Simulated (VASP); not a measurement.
Mg5Zn3O8:

```
O Mg Zn
1.0
     8.46735    0.00000    0.00000
     0.00000    8.46735    0.00000
     0.00000    0.00000    8.46735
O Mg Zn
32 20 12
Cartesian
  2.1292 8.4381 8.4623
  2.1237 8.4354 4.2133
  2.0959 4.2508 0.0182
  2.1192 4.2459 4.2329
  6.3324 8.4655 8.4618
  6.3630 8.4552 4.2548
  6.3563 4.2068 0.0184
  6.3743 4.2190 4.2263
  8.4561 2.0836 0.0252
  0.0046 2.1358 4.2348
  8.4330 6.3645 8.4509
  8.4354 6.3538 4.2479
  4.2392 2.1282 8.4330
  4.2284 2.1220 4.2405
  4.2328 6.3311 0.0026
  4.2335 6.3658 4.2125
  0.0156 8.4661 2.0696
  8.4457 8.4470 6.3337
  8.4562 4.2480 2.1219
  0.0150 4.2107 6.3339
  4.2710 8.4313 2.1062
  4.1993 0.0050 6.3531
  4.2288 4.2432 2.1152
  4.2433 4.2440 6.3643
  2.1036 2.1096 2.0847
  2.1070 2.1559 6.3340
  2.0967 6.3698 2.1087
  2.1127 6.3537 6.3262
  6.3676 2.1243 2.1340
  6.3339 2.1259 6.3139
  6.3368 6.3394 2.1292
  6.3390 6.3607 6.3558
  0.0168 8.4500 0.0057
  0.0034 0.0073 4.2208
  0.0100 4.2345 8.4446
  0.0065 4.2511 4.2685
  4.2452 8.4585 4.2057
  4.2214 4.2075 4.2157
  2.1292 2.1224 0.0031
  2.1112 2.1037 4.2122
  2.1083 6.3522 8.4558
  2.1691 6.3532 4.2738
  6.3585 8.4433 2.1099
  6.3550 8.4411 6.3554
  6.3640 4.2583 2.1335
  6.3936 4.2475 6.3718
  0.0218 2.1534 6.3612
  0.0102 6.3504 2.1470
  4.2432 2.1107 2.1139
  4.2353 2.1253 6.3846
  4.2452 6.3476 2.1267
  4.2313 6.3525 6.3286
  4.2317 0.0117 0.0023
  4.2106 4.2229 8.4522
  6.3507 2.1004 0.0387
  6.3469 2.1075 4.2380
  6.3540 6.3374 8.4136
  6.3338 6.3595 4.2200
  2.1052 8.4534 2.1191
  2.1150 8.4644 6.3029
  2.1055 4.2397 2.1246
  2.1224 4.1755 6.3105
  0.0022 2.1229 2.1455
  0.0062 6.3707 6.3809
```

```yaml
Program: VASP 6.6.1
Task: relaxation of volume and atoms at fixed shape
Functional: PBEsol
Potentials_or_basis: VASP PAW PBE potentials, release 64 (O, Mg, Zn)
Cutoff: 700 eV
k_mesh: 1 × 1 × 1, shifted
Occupations: fermi-dirac, width 0.05 eV
Spin: no spin polarisation
```

At the start: pressure 0.5 GPa; volume 9.49 Å³/atom.

Problem. Where does the relaxation end?

Solution. Over 10 steps the energy falls by 9.2 meV/atom and the volume is 9.48 Å³/atom (-0.1 %); space group Pma2 (No. 28, to 0.1 Å) before and after.

The path:
| step | energy change (eV) | largest force (eV/Å) | pressure (GPa) | volume (Å³) |
| --- | --- | --- | --- | --- |
| 1 | 0.0000 | 0.9135 | 0.52 | 607.08 |
| 2 | -0.4643 | 0.3942 | -0.68 | 609.79 |
| 3 | -0.4925 | 0.3480 | -0.98 | 610.66 |
| 4 | -0.5645 | 0.1328 | 0.34 | 605.63 |
| 5 | -0.5663 | 0.1216 | 0.61 | 604.67 |
| 6 | -0.5813 | 0.0730 | -0.09 | 607.05 |
| 7 | -0.5813 | 0.0761 | -0.14 | 607.22 |
| 8 | -0.5853 | 0.0405 | -0.04 | 606.88 |
| 9 | -0.5859 | 0.0464 | 0.02 | 606.66 |
| 10 | -0.5872 | 0.0201 | 0.02 | 606.68 |

Final structure:
```
O Mg Zn
1.0
     8.46550    0.00000    0.00000
     0.00000    8.46550    0.00000
     0.00000    0.00000    8.46550
O Mg Zn
32 20 12
Direct
  0.24692 0.99963 0.99926
  0.24943 0.99984 0.49942
  0.24681 0.49942 0.99974
  0.24950 0.49977 0.49958
  0.75321 0.99987 0.99979
  0.75069 0.99969 0.49971
  0.75339 0.49971 0.00008
  0.75076 0.49986 0.50005
  0.00422 0.24983 0.99747
  0.00424 0.25012 0.50268
  0.00427 0.74998 0.00250
  0.00396 0.74998 0.49730
  0.49621 0.24963 0.99952
  0.49589 0.24966 0.49955
  0.49612 0.74939 0.99951
  0.49571 0.74977 0.49934
  0.99594 0.99709 0.24969
  0.99602 0.00243 0.74949
  0.99619 0.50247 0.25018
  0.99590 0.49702 0.74961
  0.50431 0.99986 0.25254
  0.50406 0.99989 0.74656
  0.50435 0.50000 0.25293
  0.50399 0.49948 0.74678
  0.25320 0.24969 0.24926
  0.25089 0.24999 0.75001
  0.25083 0.74991 0.24904
  0.25309 0.74979 0.74987
  0.74716 0.24969 0.24941
  0.74931 0.24975 0.75036
  0.74928 0.74970 0.24925
  0.74696 0.74972 0.75042
  0.00014 0.99978 0.99976
  0.99984 0.99990 0.49975
  0.00022 0.49975 0.00004
  0.99992 0.49993 0.50003
  0.50002 0.99981 0.49943
  0.50003 0.49986 0.49968
  0.25019 0.24967 0.00007
  0.24996 0.24993 0.49909
  0.25012 0.74969 0.99904
  0.24984 0.74988 0.49991
  0.75002 0.00024 0.24933
  0.75005 0.99942 0.75011
  0.75022 0.49926 0.24974
  0.74993 0.50009 0.75041
  0.00013 0.24997 0.74987
  0.00000 0.74986 0.24979
  0.50022 0.24976 0.24918
  0.50006 0.24973 0.75026
  0.50010 0.74970 0.24903
  0.49993 0.74970 0.75022
  0.50002 0.99968 0.99946
  0.50006 0.49963 0.99984
  0.75066 0.24971 0.99953
  0.74967 0.24989 0.50034
  0.75047 0.74971 0.00022
  0.74951 0.74984 0.49948
  0.25008 0.99938 0.24948
  0.25014 0.00023 0.74916
  0.25012 0.50012 0.24992
  0.25008 0.49941 0.74953
  0.00011 0.24980 0.24997
  0.99995 0.74990 0.74989
```

Caveat: the PAW data sets were made with another functional, which shifts forces and pressure a little.
